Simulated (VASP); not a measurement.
# SnTe (CsCl type) (Pm-3m) in VASP: single point with PBE

Aim: the single point of SnTe (CsCl type) with PBE.

Program: VASP 6.6.1. These are calculated values, not measurements. Logs are shortened: lines on timing, memory, paths and dates and some standing lists are left out, and cuts for length are marked.

## Step 1: The cell of the first run

The structure is cubic, space group Pm-3m (No. 221). Conventional cell: a = 3.889 Å, b = 3.889 Å, c = 3.889 Å, α = 90.00°, β = 90.00°, γ = 90.00°. Within 4.4 Å of Sn (site symmetry m-3m) lie 8 Te at 3.37 Å and 6 Sn at 3.89 Å. Te (site symmetry m-3m) has 8 Sn at 3.37 Å and 6 Te at 3.89 Å within 4.4 Å.

## Step 2: Single point, PBE

Input file INCAR:

```
PREC     = Accurate       # precision mode
ENCUT    = 520            # plane-wave cutoff, eV
EDIFF    = 1E-6           # SCF threshold, eV
ISMEAR   = -1             # smearing method
SIGMA    = 0.05           # smearing width, eV
LREAL    = False          # projectors in reciprocal space
LASPH    = True           # aspherical terms in the spheres
NELM     = 100            # most SCF steps
ALGO     = Normal         # electronic algorithm
ISIF     = 2              # what is computed and relaxed
LWAVE    = False          # write WAVECAR
LCHARG   = True           # write CHGCAR
GGA      = PE             # functional
LELF     = True           # ELF
LVHAR    = True         
NBANDS   = 17             # bands
```

Input file KPOINTS:

```
regular mesh
0
Gamma
  13 13 13
```

Input file POSCAR:

```
SnTe
1.0
    3.8886150886      0.0000000000      0.0000000000
    0.0000000000      3.8886150886      0.0000000000
    0.0000000000      0.0000000000      3.8886150886
Sn Te
1 1
Direct
    0.0000000000      0.0000000000      0.0000000000
    0.5000000000      0.5000000000      0.5000000000
```

Potentials or basis: VASP PAW PBE potentials, release 64 (Sn_d, Te).

On the command line:

```
cat potpaw_PBE.64/Sn_d/POTCAR potpaw_PBE.64/Te/POTCAR > POTCAR
mpirun -np 1 vasp_std > vasp.out
```

OUTCAR:

```text
PREC = Accurate
   ENCUT = 520
   EDIFF = 1E-6
   ISMEAR = -1
   LREAL = False
   LASPH = True
   NELM = 100
   ISIF = 2
   GGA = PE

 ion  position               nearest neighbor table
   1  0.000  0.000  0.000-   2 3.37   2 3.37   2 3.37   2 3.37   2 3.37   2 3.37   2 3.37   2 3.37

   2  0.500  0.500  0.500-   1 3.37   1 3.37   1 3.37   1 3.37   1 3.37   1 3.37   1 3.37   1 3.37

  LATTYP: Found a simple cubic cell.
 ALAT       =     3.8886150886

  Lattice vectors:

 A1 = (   3.8886150886,   0.0000000000,   0.0000000000)
 A2 = (   0.0000000000,   3.8886150886,   0.0000000000)
 A3 = (   0.0000000000,   0.0000000000,   3.8886150886)

Analysis of symmetry for initial positions (statically):
=====================================================================
 Subroutine PRICEL returns:
 Original cell was already a primitive cell.

 Routine SETGRP: Setting up the symmetry group for a
 simple cubic supercell.

 Subroutine GETGRP returns: Found 48 space group operations
 (whereof 48 operations were pure point group operations)
 out of a pool of 48 trial point group operations.

The static configuration has the point symmetry O_h .

Analysis of symmetry for dynamics (positions and initial velocities):
=====================================================================
 Subroutine PRICEL returns:
 Original cell was already a primitive cell.

 Routine SETGRP: Setting up the symmetry group for a
 simple cubic supercell.

 Subroutine GETGRP returns: Found 48 space group operations
 (whereof 48 operations were pure point group operations)
 out of a pool of 48 trial point group operations.

The dynamic configuration has the point symmetry O_h .

 Subroutine INISYM returns: Found 48 space group operations
 (whereof 48 operations are pure point group operations),
 and found     1 'primitive' translations

----------------------------------------------------------------------------------------

                                     Primitive cell

  volume of cell :      58.8010

  direct lattice vectors                    reciprocal lattice vectors
     3.888615089  0.000000000  0.000000000     0.257160963  0.000000000  0.000000000
     0.000000000  3.888615089  0.000000000     0.000000000  0.257160963  0.000000000
     0.000000000  0.000000000  3.888615089     0.000000000  0.000000000  0.257160963

  length of vectors
     3.888615089  3.888615089  3.888615089     0.257160963  0.257160963  0.257160963

  position of ions in fractional coordinates (direct lattice)
     0.000000000  0.000000000  0.000000000
     0.500000000  0.500000000  0.500000000

  ion indices of the primitive-cell ions
   primitive index   ion index
                 1           1
                 2           2

----------------------------------------------------------------------------------------

 KPOINTS: regular mesh

Automatic generation of k-mesh.
 Grid dimensions read from file:
 generate k-points for:   13   13   13

 Generating k-lattice:

  Cartesian coordinates                     Fractional coordinates (reciprocal lattice)
     0.019781613  0.000000000  0.000000000     0.076923077  0.000000000  0.000000000
     0.000000000  0.019781613  0.000000000     0.000000000  0.076923077  0.000000000
     0.000000000  0.000000000  0.019781613     0.000000000  0.000000000  0.076923077

  Length of vectors
     0.019781613  0.019781613  0.019781613

  Shift w.r.t. Gamma in fractional coordinates (k-lattice)
     0.000000000  0.000000000  0.000000000

 Subroutine IBZKPT returns following result:
 ===========================================

 Found     84 irreducible k-points:

 Following reciprocal coordinates:
            Coordinates               Weight
  0.000000  0.000000  0.000000      1.000000
  0.076923  0.000000  0.000000      6.000000
  0.153846  0.000000  0.000000      6.000000
  0.230769  0.000000  0.000000      6.000000
  0.307692  0.000000  0.000000      6.000000
  0.384615  0.000000  0.000000      6.000000
[... 16 lines left out ...]
  0.307692  0.307692  0.000000     12.000000
  0.384615  0.307692  0.000000     24.000000
 [... further k-points ...]
   k-points           NKPTS =     84   k-points in BZ     NKDIM =     84   number of bands    NBANDS=     17
   number of dos      NEDOS =    301   number of ions     NIONS =      2
   total plane-waves  NPLWV =  27000
   dimension x,y,z NGX =    30 NGY =   30 NGZ =   30
   dimension x,y,z NGXF=    60 NGYF=   60 NGZF=   60
   ions per type =               1   1
   NGX,Y,Z   is equivalent  to a cutoff of  12.83, 12.83, 12.83 a.u.
   NGXF,Y,Z  is equivalent  to a cutoff of  25.65, 25.65, 25.65 a.u.
 SYSTEM =  unknown system
   PREC   = accura    normal or accurate (medium, high low for compatibility)
   ISTART =      0    job   : 0-new  1-cont  2-samecut
   ICHARG =      2    charge: 1-file 2-atom 10-const
   ISPIN  =      1    spin polarized calculation?
   LNONCOLLINEAR =      F non collinear calculations
   LSORBIT =      F    spin-orbit coupling
   LASPH  =      T    aspherical Exc in radial PAW
   ENCUT  =  520.0 eV  38.22 Ry    6.18 a.u.   7.23  7.23  7.23*2*pi/ulx,y,z
   NELM   =    100;   NELMIN=  2; NELMDL= -5     # of ELM steps
   EDIFF  = 0.1E-05   stopping-criterion for ELM
   LREAL  =      F    real-space projection
   EDIFFG = 0.1E-04   stopping-criterion for IOM
   NSW    =      0    number of steps for IOM
   IBRION =     -1    ionic relax: 0-MD 1-quasi-New 2-CG
   NFREE  =      0    steps in history (QN), initial steepest desc. (CG)
   ISIF   =      2    stress and relaxation
   ISYM   =      2    0-nonsym 1-usesym 2-fastsym
   POTIM  = 0.5000    time-step for ionic-motion
   TEBEG  =    0.0;   TEEND  =   0.0 temperature during run
   PSTRESS=    0.0 pullay stress
   NELECT =      20.0000    total number of electrons
   NUPDOWN=      -1.0000    fix difference up-down
   EMIN   =  10.00;   EMAX   =-10.00  energy-range for DOS
   EFERMI =   0.00;   METHOD = LEGACY
   ISMEAR =    -1;   SIGMA  =   0.05  broadening in eV -4-tet -1-fermi 0-gaus
   EFERMI_NEDOS =   21; number of points for ismear=-14 and -15
   IALGO  =     38    algorithm
   IMIX   =      4    mixing-type and parameters
     AMIX     =   0.40;   BMIX     =  1.00
     AMIX_MAG =   1.60;   BMIX_MAG =  1.00
  volume/ion in A,a.u.               =      29.40       198.40
  Fermi-wavevector in a.u.,A,eV,Ry     =   1.142764  2.159511 17.767977  1.305909
  Thomas-Fermi vector in A             =   2.279461
   LORBIT       =      0    0 simple, 1 ext, 2 COOP (PROOUT), +10 PAW based schemes
   GGA     = PE    functional components
   LHFCALC =     F    Hartree Fock is set to
   AEXX    =    0.0000 exact exchange contribution
   IVDW    =     0    specifies the selected vdW correction
   LEPSILON=     F    determine dielectric tensor
   LRPA    =     F    only Hartree local field effects (RPA)
 non-spin polarized calculation
  energy-cutoff  :      520.00
  volume of cell :       58.80
 maximum number of plane-waves:      1612
 NGX is ok and might be reduce to    30
   NGX = 15   NGY = 15   NGZ = 15

 number of electron      19.9999983 magnetization

 Free energy of the ion-electron system (eV)
  ---------------------------------------------------
  ext. energy  EPLUGINS =         0.00000000
  ---------------------------------------------------
  free energy    TOTEN  =        -7.08718079 eV

  energy without entropy =       -7.07465011  energy(sigma->0) =       -7.08091545

 E-fermi :   7.1811     XC(G=0):  -9.9321

 val. band max:        7.1789009811   @ k =   0.4615   0.4615   0.0769
 cond. band min:       7.2272632772   @ k =   0.4615   0.3077   0.2308
 fundamental gap:      0.0483622960
 Fermi energy:         7.1811334263

 k-point     1 :       0.0000    0.0000    0.0000
  band No.  band energies     occupation
      1     -14.4369      2.00000
      2     -14.4369      2.00000
      3     -14.3979      2.00000
      4     -14.3979      2.00000
      5     -14.3979      2.00000
      6      -5.1970      2.00000
[... 9 lines left out ...]
     16      18.1163      0.00000
     17      18.1163      0.00000

 k-point     2 :       0.0769    0.0000    0.0000
  band No.  band energies     occupation
      1     -14.4368      2.00000
      2     -14.4350      2.00000
      3     -14.3985      2.00000
      4     -14.3985      2.00000
      5     -14.3979      2.00000
      6      -5.1498      2.00000
[... 9 lines left out ...]
     16      17.8513      0.00000
     17      17.8547      0.00000

 k-point     3 :       0.1538    0.0000    0.0000
  band No.  band energies     occupation
      1     -14.4366      2.00000
      2     -14.4296      2.00000
      3     -14.4003      2.00000
      4     -14.4003      2.00000
      5     -14.3977      2.00000
      6      -5.0110      2.00000
[... 9 lines left out ...]
     16      17.1398      0.00000
     17      17.6404      0.00000

 k-point     4 :       0.2308    0.0000    0.0000
  band No.  band energies     occupation
      1     -14.4363      2.00000
      2     -14.4220      2.00000
      3     -14.4028      2.00000
      4     -14.4028      2.00000
      5     -14.3976      2.00000
      6      -4.7902      2.00000
[... 9 lines left out ...]
     16      16.0491      0.00000
     17      17.7029      0.00000
[... 343 lines left out ...]
      1     -14.4259      2.00000
      2     -14.4161      2.00000
      3     -14.4080      2.00000
      4     -14.4015      2.00000
      5     -14.3974      2.00000
      6      -3.6999      2.00000
[... 9 lines left out ...]
     16      15.9869      0.00000
     17      16.7555      0.00000

 k-point    23 :       0.3077    0.3077    0.0000
  band No.  band energies     occupation
      1     -14.4243      2.00000
      2     -14.4155      2.00000
      3     -14.4047      2.00000
      4     -14.4041      2.00000
      5     -14.4014      2.00000
      6      -3.9001      2.00000
[... 9 lines left out ...]
     16      15.1111      0.00000
     17      16.6070      0.00000

 k-point    24 :       0.3846    0.3077    0.0000
  band No.  band energies     occupation
      1     -14.4229      2.00000
      2     -14.4183      2.00000
      3     -14.4064      2.00000
      4     -14.4040      2.00000
      5     -14.3958      2.00000
      6      -3.6609      2.00000
[... 9 lines left out ...]
     16      15.3430      0.00000
     17      16.4910      0.00000

 [... further k-points ...]

------------------------ aborting loop because EDIFF is reached ----------------------------------------

  FORCE on cell =-STRESS in cart. coord.  units (eV):
  Direction    XX          YY          ZZ          XY          YZ          ZX
  --------------------------------------------------------------------------------------
  -------------------------------------------------------------------------------------
  Total       -0.0271329     -0.0271329     -0.0271329      0.0000000      0.0000000     -0.0000000
  in kB       -0.7393031     -0.7393031     -0.7393031      0.0000000      0.0000000     -0.0000000
  external PRESSURE =      -0.7393031 kB  Pullay stress =       0.0000000 kB

 VOLUME and BASIS-vectors are now :
 -----------------------------------------------------------------------------
  energy-cutoff  :      520.00
  volume of cell :       58.80
      direct lattice vectors                 reciprocal lattice vectors
     3.888615089  0.000000000  0.000000000     0.257160963  0.000000000  0.000000000
     0.000000000  3.888615089  0.000000000     0.000000000  0.257160963  0.000000000
     0.000000000  0.000000000  3.888615089     0.000000000  0.000000000  0.257160963

 POSITION                                       TOTAL-FORCE (eV/Angst)
 -----------------------------------------------------------------------------------
      0.00000      0.00000      0.00000         0.000000      0.000000      0.000000
      1.94431      1.94431      1.94431         0.000000      0.000000      0.000000
 -----------------------------------------------------------------------------------
    total drift:                               -0.000000     -0.000000     -0.000000

  FREE ENERGIE OF THE ION-ELECTRON SYSTEM (eV)
  ---------------------------------------------------
  free  energy   TOTEN  =        -7.0871807926 eV

  energy  without entropy=       -7.0746501122  energy(sigma->0) =       -7.08091545
```

It took 43 s on 1 thread of AMD EPYC 7R13 (Zen 3), shared host; peak memory 0.2 GiB.

What came out:

```yaml
Free_energy: -7.0872 eV
Pressure: -0.1 GPa
Band_gap_on_the_k_mesh: zero (band 10 reaches 7.57 eV, above the bottom of band 11 at 5.99 eV)
```

Caveat: spin-orbit coupling is left out, which moves the levels of the heavy elements.
